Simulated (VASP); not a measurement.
# Re (P6/mmm) in VASP: relaxation of cell and atoms with PBEsol

Aim: the relaxation of cell and atoms of Re with PBEsol.

All numbers are computed with VASP 6.6.1; they aren't measurements. Logs are shortened: lines on timing, memory, paths and dates and some standing lists are left out, and cuts for length are marked.

## (1) The cell of the first run

It takes space group P6/mmm (No. 191, hexagonal). The conventional cell has a = 4.158 Å, b = 4.158 Å, c = 2.578 Å, α = 90.00°, β = 90.00°, γ = 120.00°. Re (site symmetry 6/mmm) has 14 Re at 2.58 to 2.72 Å within 3.4 Å. Re (site symmetry -6m2) has 11 Re at 2.40 to 2.72 Å within 3.2 Å.

This isn't the form of Re at room conditions, which is hcp.

## (2) Relaxation of cell and atoms, PBEsol, target pressure 70 GPa, at which the enthalpy is minimised

The input, INCAR:

```
SYSTEM = Re
PREC = Accurate
ENCUT = 600
EDIFF = 1E-6
ISMEAR = -1
SIGMA = 0.1
LREAL = .False.
LASPH = .True.
NELM = 100
ALGO = Normal
ISIF = 3
LWAVE = .False.
LCHARG = .False.
GGA = PS
IBRION = 2
NSW = 32
EDIFFG = -0.005
PSTRESS = 700.0
```

The input, KPOINTS:

```
Automatic mesh
0
Gamma
  9 9 12
  0 0 0
```

The input, POSCAR:

```
Re
1.0
    4.1576734972      0.0000000000      0.0000000000
   -2.0788367486      3.6006508692      0.0000000000
    0.0000000000      0.0000000000      2.5782680631
Re
3
Direct
    0.0000000000      0.0000000000      0.0000000000
    0.3333333333      0.6666666667      0.5000000000
    0.6666666667      0.3333333333      0.5000000000
```

Potentials or basis: VASP PAW PBE potentials, release 64 (Re).

Launch:

```console
cat potpaw_PBE.64/Re/POTCAR > POTCAR
mpirun -np 1 vasp_std > vasp.out
```

OUTCAR:

```text
SYSTEM = Re
   PREC = Accurate
   ENCUT = 600
   EDIFF = 1E-6
   ISMEAR = -1
   LREAL = .False.
   LASPH = .True.
   NELM = 100
   ISIF = 3
   GGA = PS
   IBRION = 2
   NSW = 32
   EDIFFG = -0.005
   PSTRESS = 700.0

 ion  position               nearest neighbor table
   1  0.000  0.000  0.000-   2 2.72   3 2.72   2 2.72   3 2.72   2 2.72   2 2.72   3 2.72   3 2.72
                             3 2.72   3 2.72   2 2.72   2 2.72
   2  0.333  0.667  0.500-   3 2.40   3 2.40   3 2.40   1 2.72   1 2.72   1 2.72   1 2.72   1 2.72
                             1 2.72
   3  0.667  0.333  0.500-   2 2.40   2 2.40   2 2.40   1 2.72   1 2.72   1 2.72   1 2.72   1 2.72
                             1 2.72

  LATTYP: Found a hexagonal cell.
 ALAT       =     4.1576734972
 C/A-ratio  =     0.6201227838

  Lattice vectors:

 A1 = (   4.1576734972,   0.0000000000,   0.0000000000)
 A2 = (  -2.0788367486,   3.6006508692,   0.0000000000)
 A3 = (   0.0000000000,   0.0000000000,   2.5782680631)

Analysis of symmetry for initial positions (statically):
=====================================================================
 Subroutine PRICEL returns:
 Original cell was already a primitive cell.

 Routine SETGRP: Setting up the symmetry group for a
 hexagonal supercell.

 Subroutine GETGRP returns: Found 24 space group operations
 (whereof 24 operations were pure point group operations)
 out of a pool of 24 trial point group operations.

The static configuration has the point symmetry D_6h.

Analysis of symmetry for dynamics (positions and initial velocities):
=====================================================================
 Subroutine PRICEL returns:
 Original cell was already a primitive cell.

 Routine SETGRP: Setting up the symmetry group for a
 hexagonal supercell.

 Subroutine GETGRP returns: Found 24 space group operations
 (whereof 24 operations were pure point group operations)
 out of a pool of 24 trial point group operations.

The dynamic configuration has the point symmetry D_6h.

 Subroutine INISYM returns: Found 24 space group operations
 (whereof 24 operations are pure point group operations),
 and found     1 'primitive' translations

----------------------------------------------------------------------------------------

                                     Primitive cell

  volume of cell :      38.5975

  direct lattice vectors                    reciprocal lattice vectors
     4.157673497  0.000000000  0.000000000     0.240519127  0.138863783  0.000000000
    -2.078836749  3.600650869  0.000000000     0.000000000  0.277727565  0.000000000
     0.000000000  0.000000000  2.578268063     0.000000000  0.000000000  0.387857265

[... 108 lines left out ...]
  Thomas-Fermi vector in A             =   2.465100
   LORBIT       =      0    0 simple, 1 ext, 2 COOP (PROOUT), +10 PAW based schemes
   GGA     = PS    functional components
   LHFCALC =     F    Hartree Fock is set to
   AEXX    =    0.0000 exact exchange contribution
   IVDW    =     0    specifies the selected vdW correction
   LEPSILON=     F    determine dielectric tensor
   LRPA    =     F    only Hartree local field effects (RPA)
 conjugate gradient relaxation of ions
 non-spin polarized calculation
  energy-cutoff  :      600.00
  volume of cell :       38.60
 maximum number of plane-waves:      1313
 NGX is ok and might be reduce to    36
   NGX = 17   NGY = 17   NGZ = 11

--------------------------------------- Ionic step        1  -------------------------------------------

 number of electron      21.0000000 magnetization

 Free energy of the ion-electron system (eV)
  ---------------------------------------------------
  ext. energy  EPLUGINS =         0.00000000
  ---------------------------------------------------
  free energy    TOTEN  =       -38.46426313 eV

  energy without entropy =      -38.40810108  energy(sigma->0) =      -38.43618210

------------------------ aborting loop because EDIFF is reached ----------------------------------------

  FORCE on cell =-STRESS in cart. coord.  units (eV):
  Direction    XX          YY          ZZ          XY          YZ          ZX
  --------------------------------------------------------------------------------------
  -------------------------------------------------------------------------------------
  Total       17.1438976     17.1438976     17.4561653      0.0000000      0.0000000      0.0000000
  in kB      711.6405436    711.6405436    724.6027293      0.0000000      0.0000000      0.0000000
  external PRESSURE =      15.9612722 kB  Pullay stress =     700.0000000 kB
[... 143 lines left out ...]
--------------------------------------- Ionic step        5  -------------------------------------------

 number of electron      21.0000000 magnetization

 Free energy of the ion-electron system (eV)
  ---------------------------------------------------
  ext. energy  EPLUGINS =         0.00000000
  ---------------------------------------------------
  free energy    TOTEN  =       -38.50644928 eV

  energy without entropy =      -38.45029937  energy(sigma->0) =      -38.47837433

 E-fermi :   9.5563     XC(G=0): -14.5308

 val. band max:        9.5559904924   @ k =   0.4444   0.1111   0.0833
 cond. band min:       9.5610397339   @ k =   0.4444   0.1111   0.3333
 fundamental gap:      0.0050492415
 Fermi energy:         9.5562522694

 k-point     1 :       0.0000    0.0000    0.0000
  band No.  band energies     occupation
      1      -1.3488      2.00000
      2       2.3593      2.00000
      3       5.7151      2.00000
      4       6.2210      2.00000
      5       6.2210      2.00000
      6       6.2321      2.00000
      7       6.2321      2.00000
      8       7.0737      2.00000
      9       8.4467      1.99997
     10       8.4467      1.99997
     11       9.5500      1.03132
     12       9.5500      1.03132
     13       9.6146      0.71605
     14       9.6146      0.71605
[... 377 lines left out ...]
      1       1.5329      2.00000
      2       2.4849      2.00000
      3       2.4849      2.00000
      4       5.3260      2.00000
      5       5.3260      2.00000
      6       5.9617      2.00000
      7       6.6680      2.00000
      8       7.8646      2.00000
      9       7.8646      2.00000
     10       8.7007      1.99962
     11       8.7007      1.99962
     12       9.9231      0.04975
     13      12.3706      0.00000
     14      12.3706      0.00000

 [... further k-points ...]

------------------------ aborting loop because EDIFF is reached ----------------------------------------

  FORCE on cell =-STRESS in cart. coord.  units (eV):
  Direction    XX          YY          ZZ          XY          YZ          ZX
  --------------------------------------------------------------------------------------
  -------------------------------------------------------------------------------------
  Total       16.9047468     16.9047468     16.9047536      0.0000000     -0.0000000     -0.0000000
  in kB      699.9888898    699.9888898    699.9891722      0.0000000     -0.0000000     -0.0000000
  external PRESSURE =      -0.0110161 kB  Pullay stress =     700.0000000 kB
[... 22 lines left out ...]
  energy  without entropy=      -38.4502993732  energy(sigma->0) =      -38.47837433

  enthalpy is  TOTEN    =       -21.6014342048 eV   P V=       16.9050150728

 reached required accuracy - stopping structural energy minimisation
```

Wall time 84 s (1 thread of Intel Xeon 6975P-C (Granite Rapids), shared host); peak memory 0.22 GiB.

What came out:

```
Free energy                                                : -38.5064 eV
Relaxed volume                                             : 12.90 Å³/atom
Relaxed cell                                               : a = 4.159 Å, b = 4.159 Å, c = 2.583 Å, α = 90.00°, β = 90.00°, γ = 120.00°
Space group after relaxing (to 0.1 Å)                      : P6/mmm (No. 191)
Energy change on relaxing (the run minimises the enthalpy) : -14.1 meV/atom
Ionic steps                                                : 5
Pressure after relaxing                                    : 70.0 GPa
Band gap on the k mesh                                     : zero (an odd number of electrons rules out a gap without spin polarisation)
```

The path:
| step | energy change (eV) | largest force (eV/Å) | pressure (GPa) | volume (Å³) |
| --- | --- | --- | --- | --- |
| 1 | 0.0000 | 0.0000 | 71.60 | 38.60 |
| 2 | -0.2943 | 0.0000 | 59.69 | 39.32 |
| 3 | -0.0453 | 0.0000 | 69.88 | 38.70 |
| 4 | -0.0359 | 0.0000 | 70.30 | 38.68 |
| 5 | -0.0422 | 0.0000 | 70.00 | 38.69 |

Final structure:
```
CELL_PARAMETERS angstrom
4.15880 0.00000 0.00000
-2.07940 3.60163 0.00000
0.00000 0.00000 2.58322
ATOMIC_POSITIONS crystal
Re 0.00000 0.00000 0.00000
Re 0.33333 0.66667 0.50000
Re 0.66667 0.33333 0.50000
```

Levels at points of the mesh, in eV from the Fermi level:
```tsv
k point	band 6	band 7	band 8	band 9	band 10	band 11	band 12	band 13	band 14
(0.00, 0.00, 0.00)	-3.32	-3.32	-2.48	-1.11	-1.11	-0.01	-0.01	0.06	0.06
(0.00, 0.00, 0.50)	-3.97	-1.38	-1.38	-0.84	-0.84	3.44	3.44	4.65	4.65
```

Caveat: the cell is relaxed towards a set pressure, so the run minimises the enthalpy, not the energy; the PAW data sets were made with another functional, which shifts forces and pressure a little; spin-orbit coupling is left out, which moves the levels of the heavy elements.
